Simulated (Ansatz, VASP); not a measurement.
**One calculation of Be, two programs**

```
CELL_PARAMETERS angstrom
0.00000 2.22075 2.22075
2.22075 0.00000 2.22075
2.22075 2.22075 0.00000
ATOMIC_POSITIONS crystal
Be 0.12500 0.12500 0.12500
Be 0.87500 0.87500 0.87500
```

Alike in both runs: task relaxation of cell and atoms; functional r2SCAN; k mesh 12 × 12 × 12; occupations fermi-dirac, width 0.1 eV; no spin polarisation.

```csv
,VASP,Ansatz
version,VASP 6.6.1,Ansatz 0.2.0
potentials or method,"VASP PAW PBE potentials, release 64 (Be), cutoff 600 eV","plane waves (500 eV) with PAW, scalar-relativistic"
valence electrons in the cell,4,4
```

```csv
,VASP,Ansatz,Ansatz less VASP
relaxed volume (Å³/atom),14.98,15.00,+0.013
relaxed cell length with the largest relative difference (Å),3.486,3.487,+0.0010
```

VASP's potentials were made for PBE, not for r2SCAN.

Noted on VASP's run: the volume moved by over 15 % at a fixed basis, so the end points are rough.
